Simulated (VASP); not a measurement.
# K2Nb2O (P-3m1) in VASP: a series of runs, part 2 of 2

VASP 6.6.1. The steps go on from the part before.

### Step 3. Single point, PBE, collinear spin, zero start

INCAR reads:

```
PREC     = Accurate       # precision mode
ENCUT    = 520            # plane-wave cutoff, eV
EDIFF    = 1E-6           # SCF threshold, eV
ISMEAR   = 0              # smearing method
SIGMA    = 0.1            # smearing width, eV
LREAL    = F              # projectors in reciprocal space
LASPH    = T              # aspherical terms in the spheres
NELM     = 150            # most SCF steps
ALGO     = Normal         # electronic algorithm
ISIF     = 2              # what is computed and relaxed
LWAVE    = F              # write WAVECAR
LCHARG   = F              # write CHGCAR
ISPIN    = 2              # spin polarisation
MAGMOM   = 0 0 0 0 0      # initial moments
LORBIT   = 11             # projections on sites
LMAXMIX  = 4              # l up to which the mixer works
GGA      = PE             # functional
NBANDS   = 37             # bands
```

KPOINTS reads:

```
regular mesh
0
Gamma
  6 6 4
```

POSCAR reads:

```
K2Nb2O
1.0
    3.4080525584      0.0000000021      0.0000000000
   -1.7040262810      2.9514600919      0.0000000000
    0.0000000000      0.0000000000     12.1264138404
K Nb O
2 2 1
Direct
    0.6666666667      0.3333333333      0.8740642830
    0.3333333333      0.6666666667      0.1259357170
    0.6666666667      0.3333333333      0.4296570588
    0.3333333333      0.6666666667      0.5703429412
    0.0000000000      0.0000000000      0.0000000000
```

Potentials or basis: VASP PAW PBE potentials, release 64 (K_sv, Nb_sv, O).

Started as:

```console
$ cat potpaw_PBE.64/K_sv/POTCAR potpaw_PBE.64/Nb_sv/POTCAR potpaw_PBE.64/O/POTCAR > POTCAR
$ mpirun -np 1 vasp_std > vasp.out
```

OUTCAR:

```text
PREC = Accurate
   ENCUT = 520
   EDIFF = 1E-6
   ISMEAR = 0
   LREAL = F
   LASPH = T
   NELM = 150
   ISIF = 2
   ISPIN = 2
   LORBIT = 11
   GGA = PE

 ion  position               nearest neighbor table
   1  0.667  0.333  0.874-   5 2.49   5 2.49   5 2.49   2 3.63   2 3.63   2 3.63
   2  0.333  0.667  0.126-   5 2.49   5 2.49   5 2.49   1 3.63   1 3.63   1 3.63
   3  0.667  0.333  0.430-   4 2.60   4 2.60   4 2.60
   4  0.333  0.667  0.570-   3 2.60   3 2.60   3 2.60
   5  0.000  0.000  0.000-   1 2.49   2 2.49   2 2.49   1 2.49   1 2.49   2 2.49

  LATTYP: Found a hexagonal cell.
 ALAT       =     3.4080525584
 C/A-ratio  =     3.5581651493

  Lattice vectors:

 A1 = (   3.4080525584,   0.0000000021,   0.0000000000)
 A2 = (  -1.7040262810,   2.9514600919,   0.0000000000)
 A3 = (   0.0000000000,   0.0000000000,  12.1264138404)

Analysis of symmetry for initial positions (statically):
=====================================================================
 Subroutine PRICEL returns:
 Original cell was already a primitive cell.

 Routine SETGRP: Setting up the symmetry group for a
 hexagonal supercell.

 Subroutine GETGRP returns: Found 12 space group operations
 (whereof 12 operations were pure point group operations)
 out of a pool of 24 trial point group operations.

The static configuration has the point symmetry D_3d.

Analysis of symmetry for dynamics (positions and initial velocities):
=====================================================================
 Subroutine PRICEL returns:
 Original cell was already a primitive cell.

 Routine SETGRP: Setting up the symmetry group for a
 hexagonal supercell.

 Subroutine GETGRP returns: Found 12 space group operations
 (whereof 12 operations were pure point group operations)
 out of a pool of 24 trial point group operations.

The dynamic configuration has the point symmetry D_3d.

Analysis of structural, dynamic, and magnetic symmetry:
=====================================================================
 Subroutine PRICEL returns:
 Original cell was already a primitive cell.

 Routine SETGRP: Setting up the symmetry group for a
 hexagonal supercell.

 Subroutine GETGRP returns: Found 12 space group operations
 (whereof 12 operations were pure point group operations)
 out of a pool of 24 trial point group operations.

The overall configuration has the point symmetry D_3d.

 Subroutine INISYM returns: Found 12 space group operations
 (whereof 12 operations are pure point group operations),
 and found     1 'primitive' translations

----------------------------------------------------------------------------------------

                                     Primitive cell

  volume of cell :     121.9763

  direct lattice vectors                    reciprocal lattice vectors
     3.408052558  0.000000002  0.000000000     0.293422705  0.169407678  0.000000000
    -1.704026281  2.951460092  0.000000000    -0.000000000  0.338815355  0.000000000
     0.000000000  0.000000000 12.126413840     0.000000000  0.000000000  0.082464611

  length of vectors
     3.408052558  3.408052558 12.126413840     0.338815355  0.338815355  0.082464611
[... 86 lines left out ...]
   EDIFF  = 0.1E-05   stopping-criterion for ELM
   LREAL  =      F    real-space projection
   EDIFFG = 0.1E-04   stopping-criterion for IOM
   NSW    =      0    number of steps for IOM
   IBRION =     -1    ionic relax: 0-MD 1-quasi-New 2-CG
   NFREE  =      0    steps in history (QN), initial steepest desc. (CG)
   ISIF   =      2    stress and relaxation
   ISYM   =      2    0-nonsym 1-usesym 2-fastsym
   POTIM  = 0.5000    time-step for ionic-motion
   TEBEG  =    0.0;   TEEND  =   0.0 temperature during run
   PSTRESS=    0.0 pullay stress
   NELECT =      50.0000    total number of electrons
   NUPDOWN=      -1.0000    fix difference up-down
   EMIN   =  10.00;   EMAX   =-10.00  energy-range for DOS
   EFERMI =   0.00;   METHOD = LEGACY
   ISMEAR =     0;   SIGMA  =   0.10  broadening in eV -4-tet -1-fermi 0-gaus
   EFERMI_NEDOS =   21; number of points for ismear=-14 and -15
   IALGO  =     38    algorithm
   IMIX   =      4    mixing-type and parameters
     AMIX     =   0.40;   BMIX     =  1.00
     AMIX_MAG =   1.60;   BMIX_MAG =  1.00
  volume/ion in A,a.u.               =      24.40       164.63
  Fermi-wavevector in a.u.,A,eV,Ry     =   1.216110  2.298115 20.121987  1.478924
  Thomas-Fermi vector in A             =   2.351475
   LORBIT       =     11    0 simple, 1 ext, 2 COOP (PROOUT), +10 PAW based schemes
   GGA     = PE    functional components
   LHFCALC =     F    Hartree Fock is set to
   AEXX    =    0.0000 exact exchange contribution
   IVDW    =     0    specifies the selected vdW correction
   LEPSILON=     F    determine dielectric tensor
   LRPA    =     F    only Hartree local field effects (RPA)
 spin polarized calculation
 Gauss-broadening in eV      SIGMA  =   0.10
  energy-cutoff  :      520.00
  volume of cell :      121.98
 maximum number of plane-waves:      3303
 NGX is ok and might be reduce to    28
   NGX = 13   NGY = 13   NGZ = 45

 number of electron      49.9999995 magnetization      -0.0000301

 number of electron      49.9999995 magnetization       0.0000403

 Free energy of the ion-electron system (eV)
  ---------------------------------------------------
  ext. energy  EPLUGINS =         0.00000000
  ---------------------------------------------------
  free energy    TOTEN  =       -27.05260004 eV

  energy without entropy =      -27.02373177  energy(sigma->0) =      -27.03816590

 E-fermi :   3.2465     XC(G=0):  -9.0952

 val. band max:        3.2258844370   @ k =   0.0000   0.1667   0.2500
 cond. band min:       3.2472900973   @ k =   0.5000   0.0000   0.5000
 fundamental gap:      0.0214056602
 Fermi energy:         3.2464780664

 spin component 1

 k-point     1 :       0.0000    0.0000    0.0000
  band No.  band energies     occupation
      1     -51.3148      1.00000
      2     -50.8942      1.00000
      3     -27.7662      1.00000
      4     -27.3302      1.00000
      5     -27.3302      1.00000
      6     -26.7625      1.00000
[... 949 lines left out ...]
     36       9.0372      0.00000
     37      10.4399      0.00000
 Fermi energy:         3.2464780664

 spin component 2

 k-point     1 :       0.0000    0.0000    0.0000
  band No.  band energies     occupation
      1     -51.3148      1.00000
      2     -50.8942      1.00000
      3     -27.7662      1.00000
      4     -27.3302      1.00000
      5     -27.3302      1.00000
      6     -26.7625      1.00000
[... 949 lines left out ...]
     36       9.0372      0.00000
     37      10.4399      0.00000

------------------------ aborting loop because EDIFF is reached ----------------------------------------

  FORCE on cell =-STRESS in cart. coord.  units (eV):
  Direction    XX          YY          ZZ          XY          YZ          ZX
  --------------------------------------------------------------------------------------
  -------------------------------------------------------------------------------------
  Total        0.0226695      0.0226695      0.1626978      0.0000000      0.0000000      0.0000000
  in kB        0.2977677      0.2977677      2.1370592      0.0000000      0.0000000      0.0000000
  external PRESSURE =       0.9108649 kB  Pullay stress =       0.0000000 kB

 VOLUME and BASIS-vectors are now :
 -----------------------------------------------------------------------------
  energy-cutoff  :      520.00
  volume of cell :      121.98
      direct lattice vectors                 reciprocal lattice vectors
     3.408052558  0.000000002  0.000000000     0.293422705  0.169407678  0.000000000
    -1.704026281  2.951460092  0.000000000    -0.000000000  0.338815355  0.000000000
     0.000000000  0.000000000 12.126413840     0.000000000  0.000000000  0.082464611

 POSITION                                       TOTAL-FORCE (eV/Angst)
 -----------------------------------------------------------------------------------
      1.70403      0.98382     10.59927        -0.000000     -0.000000     -0.051795
     -0.00000      1.96764      1.52715        -0.000000      0.000000      0.051795
      1.70403      0.98382      5.21020        -0.000000     -0.000000      0.005972
     -0.00000      1.96764      6.91621         0.000000      0.000000     -0.005972
      0.00000      0.00000      0.00000        -0.000000      0.000000      0.000000
 -----------------------------------------------------------------------------------
    total drift:                                0.000000     -0.000000     -0.000000

  FREE ENERGIE OF THE ION-ELECTRON SYSTEM (eV)
  ---------------------------------------------------
  free  energy   TOTEN  =       -27.0526000400 eV

  energy  without entropy=      -27.0237317679  energy(sigma->0) =      -27.03816590

 total charge

# of ion       s       p       d       tot
------------------------------------------
    1        1.978   5.569   0.083   7.631
    2        1.978   5.569   0.083   7.631
    3        2.223   5.941   2.594  10.758
    4        2.223   5.941   2.594  10.758
    5        1.568   3.358   0.000   4.927
--------------------------------------------------
tot          9.971  26.379   5.355  41.705

 magnetization (x)

# of ion       s       p       d       tot
------------------------------------------
    1       -0.000  -0.000  -0.000  -0.000
    2       -0.000  -0.000  -0.000  -0.000
    3       -0.000   0.000  -0.000  -0.000
    4       -0.000   0.000  -0.000  -0.000
    5       -0.000   0.000   0.000   0.000
--------------------------------------------------
tot         -0.000   0.000  -0.000   0.000
```

Wall time 4.1 min (1 thread of AMD EPYC 9R45 (Zen 5), shared host); peak memory 0.37 GiB.

What came out:

- Free energy: -27.0526 eV
- Pressure: 0.1 GPa
- Largest force: 0.052 eV/Å
- Band gap on the k mesh: zero (filled and empty bands overlap)
- Net moment: 0.00 μB per cell
- Valence electrons inside the program's atomic spheres: K 7.63; Nb 10.76; O 4.93

Forces in eV/Å, atoms in the order of the input:
```
K    0.000  0.000 -0.052
K    0.000  0.000  0.052
Nb   0.000  0.000  0.006
Nb   0.000  0.000 -0.006
O    0.000  0.000  0.000
```

Stress tensor (GPa, compression positive):
```
0.03 0.00 0.00
0.00 0.03 0.00
0.00 0.00 0.21
```

### Step 4. Single point, PBE, collinear spin

This run uses another cell than the first one, of 25.71 Å³/atom.

INCAR reads:

```
SYSTEM = K2Nb2O
PREC     = Accurate       ! precision mode
ENCUT    = 520            ! plane-wave cutoff, eV
EDIFF    = 1E-6           ! SCF threshold, eV
ISMEAR   = 0              ! smearing method
SIGMA    = 0.1            ! smearing width, eV
LREAL    = .FALSE.        ! projectors in reciprocal space
LASPH    = .TRUE.         ! aspherical terms in the spheres
NELM     = 150            ! most SCF steps
ALGO     = Normal         ! electronic algorithm
ISIF     = 2              ! what is computed and relaxed
LWAVE    = .FALSE.        ! write WAVECAR
LCHARG   = .FALSE.        ! write CHGCAR
ISPIN    = 2              ! spin polarisation
MAGMOM   = 0.09 0.09 1.18 1.18 -0.05 ! initial moments
LORBIT   = 11             ! projections on sites
LMAXMIX  = 4              ! l up to which the mixer works
GGA      = PE             ! functional
NBANDS   = 37             ! bands
```

KPOINTS reads:

```
regular mesh
0
G
  6 6 4
  0 0 0
```

POSCAR reads:

```
K2Nb2O
1.0
    4.5818875300      0.0000000000      0.0000000000
   -2.2909437700      3.9680310000      0.0000000000
    0.0000000000      0.0000000000      7.0705683000
K Nb O
2 2 1
Direct
    0.6666666700      0.3333333300      0.7413680000
    0.3333333300      0.6666666700      0.2586320000
    0.6666666700      0.3333333300      0.3533169900
    0.3333333300      0.6666666700      0.6466830100
    0.0000000000      0.0000000000      0.0000000000
```

Potentials or basis: VASP PAW PBE potentials, release 64 (K_sv, Nb_sv, O).

Started as:

```console
$ cat potpaw_PBE.64/K_sv/POTCAR potpaw_PBE.64/Nb_sv/POTCAR potpaw_PBE.64/O/POTCAR > POTCAR
$ mpirun -np 1 vasp_std > vasp.out
```

OUTCAR:

```text
SYSTEM = K2Nb2O
   PREC = Accurate
   ENCUT = 520
   EDIFF = 1E-6
   ISMEAR = 0
   LREAL = .FALSE.
   LASPH = .TRUE.
   NELM = 150
   ISIF = 2
   ISPIN = 2
   LORBIT = 11
   GGA = PE

 ion  position               nearest neighbor table
   1  0.667  0.333  0.741-   4 2.73   4 2.73   4 2.73   3 2.74
   2  0.333  0.667  0.259-   3 2.73   3 2.73   3 2.73   4 2.74
   3  0.667  0.333  0.353-   2 2.73   2 2.73   2 2.73   1 2.74
   4  0.333  0.667  0.647-   1 2.73   1 2.73   1 2.73   2 2.74
   5  0.000  0.000  0.000-

  LATTYP: Found a hexagonal cell.
 ALAT       =     4.5818875300
 C/A-ratio  =     1.5431562328

  Lattice vectors:

 A1 = (   4.5818875300,   0.0000000000,   0.0000000000)
 A2 = (  -2.2909437700,   3.9680310000,   0.0000000000)
 A3 = (   0.0000000000,   0.0000000000,   7.0705683000)

Analysis of symmetry for initial positions (statically):
=====================================================================
 Subroutine PRICEL returns:
 Original cell was already a primitive cell.

 Routine SETGRP: Setting up the symmetry group for a
 hexagonal supercell.

 Subroutine GETGRP returns: Found 12 space group operations
 (whereof 12 operations were pure point group operations)
 out of a pool of 24 trial point group operations.

The static configuration has the point symmetry D_3d.

Analysis of symmetry for dynamics (positions and initial velocities):
=====================================================================
 Subroutine PRICEL returns:
 Original cell was already a primitive cell.

 Routine SETGRP: Setting up the symmetry group for a
 hexagonal supercell.

 Subroutine GETGRP returns: Found 12 space group operations
 (whereof 12 operations were pure point group operations)
 out of a pool of 24 trial point group operations.

The dynamic configuration has the point symmetry D_3d.

Analysis of structural, dynamic, and magnetic symmetry:
[... 164 lines left out ...]

 E-fermi :   3.0336     XC(G=0):  -9.0270

 val. band max:        3.0314829441   @ k =   0.5000   0.0000   0.2500
 cond. band min:       3.0381362436   @ k =   0.5000   0.0000   0.2500
 fundamental gap:      0.0066532995
 Fermi energy:         3.0336142409

 spin component 1

 k-point     1 :       0.0000    0.0000    0.0000
  band No.  band energies     occupation
      1     -52.4067      1.00000
      2     -52.3845      1.00000
      3     -28.6570      1.00000
      4     -28.6570      1.00000
      5     -28.5835      1.00000
      6     -28.5835      1.00000
[... 949 lines left out ...]
     36       8.6731      0.00000
     37       9.3074      0.00000
 Fermi energy:         3.0336142409

 spin component 2

 k-point     1 :       0.0000    0.0000    0.0000
  band No.  band energies     occupation
      1     -51.6546      1.00000
      2     -51.6323      1.00000
      3     -27.9589      1.00000
      4     -27.7978      1.00000
      5     -27.7978      1.00000
      6     -27.7220      1.00000
[... 949 lines left out ...]
     36       8.9695      0.00000
     37       9.5874      0.00000

------------------------ aborting loop because EDIFF is reached ----------------------------------------

  FORCE on cell =-STRESS in cart. coord.  units (eV):
  Direction    XX          YY          ZZ          XY          YZ          ZX
  --------------------------------------------------------------------------------------
  -------------------------------------------------------------------------------------
  Total        1.3857004      1.3857004     -1.5409488     -0.0000000      0.0000000      0.0000000
  in kB       17.2705484     17.2705484    -19.2054719     -0.0000000      0.0000000      0.0000000
  external PRESSURE =       5.1118750 kB  Pullay stress =       0.0000000 kB

 VOLUME and BASIS-vectors are now :
 -----------------------------------------------------------------------------
  energy-cutoff  :      520.00
  volume of cell :      128.55
      direct lattice vectors                 reciprocal lattice vectors
     4.581887530  0.000000000  0.000000000     0.218250665  0.126007080  0.000000000
    -2.290943770  3.968031000  0.000000000     0.000000000  0.252014160  0.000000000
     0.000000000  0.000000000  7.070568300     0.000000000  0.000000000  0.141431347

 POSITION                                       TOTAL-FORCE (eV/Angst)
 -----------------------------------------------------------------------------------
      2.29094      1.32268      5.24189         0.000000     -0.000000      3.736026
     -0.00000      2.64535      1.82868        -0.000000      0.000000     -3.736026
      2.29094      1.32268      2.49815         0.000000     -0.000000      1.925795
     -0.00000      2.64535      4.57242        -0.000000      0.000000     -1.925795
      0.00000      0.00000      0.00000        -0.000000      0.000000      0.000000
 -----------------------------------------------------------------------------------
    total drift:                               -0.000000      0.000000     -0.000000

  FREE ENERGIE OF THE ION-ELECTRON SYSTEM (eV)
  ---------------------------------------------------
  free  energy   TOTEN  =       -15.7517955406 eV

  energy  without entropy=      -15.7070292664  energy(sigma->0) =      -15.72941240

 total charge

# of ion       s       p       d       tot
------------------------------------------
    1        1.991   5.563   0.164   7.718
    2        1.991   5.563   0.164   7.718
    3        2.165   5.891   2.648  10.704
    4        2.165   5.891   2.648  10.704
    5        1.582   3.154   0.000   4.736
--------------------------------------------------
tot          9.893  26.062   5.625  41.579

 magnetization (x)

# of ion       s       p       d       tot
------------------------------------------
    1        0.014   0.021   0.036   0.072
    2        0.014   0.021   0.036   0.072
    3        0.016   0.006   1.104   1.126
    4        0.016   0.006   1.104   1.126
    5        0.001  -0.046   0.000  -0.045
--------------------------------------------------
tot          0.061   0.008   2.281   2.350
```

Wall time 3.6 min (1 thread of AMD EPYC 9R45 (Zen 5), shared host); peak memory 0.38 GiB.

What came out:

```yaml
Free_energy: -15.7518 eV
Pressure: 0.5 GPa
Largest_force: 3.736 eV/Å
Net_moment: 3.19 μB per cell
Site_moments: K +0.07; Nb +1.13; O -0.04 μB
Valence_electrons_inside_the_program's_atomic_spheres: K 7.72; Nb 10.70; O 4.74
```

Forces on the atoms (eV/Å):
```
K    0.000  0.000  3.736
K    0.000  0.000 -3.736
Nb   0.000  0.000  1.926
Nb   0.000  0.000 -1.926
O    0.000  0.000  0.000
```

Stress tensor (GPa, compression positive):
```
 1.73  0.00  0.00
 0.00  1.73  0.00
 0.00  0.00 -1.92
```

Caveat: forces of over 1 eV/Å act on the atoms, so gaps and moduli don't describe the material at rest.

### Step 5. Summary

```csv
spin,cell,k mesh,gap on the mesh (eV),pressure (GPa),moment (μB),largest force (eV/Å)
off,"a = 3.395, b = 3.395, c = 12.211 Å, angles 90.0, 90.0, 120.0°, 5 atoms, atomic positions A",12 × 12 × 4,none,0.1,-,0.04
"collinear, zero start","a = 3.408, b = 3.408, c = 12.126 Å, angles 90.0, 90.0, 120.0°, 5 atoms, atomic positions B",6 × 6 × 4,none,0.1,0.00,0.05
collinear,"a = 4.582, b = 4.582, c = 7.071 Å, angles 90.0, 90.0, 120.0°, 5 atoms, atomic positions C",6 × 6 × 4,none,0.5,3.19,3.74
```

Alike in all rows: task single point; level PBE; potentials or basis VASP PAW PBE potentials, release 64 (K_sv, Nb_sv, O); cutoff (eV) 520; smearing gaussian 0.1 eV.

Caveats: forces of over 1 eV/Å act on the atoms, so gaps and moduli don't describe the material at rest (at least some runs).

Absolute energies hang on the potentials; compare differences alone.

The gap in the log of VASP goes by the Fermi energy; the results here count the filled bands.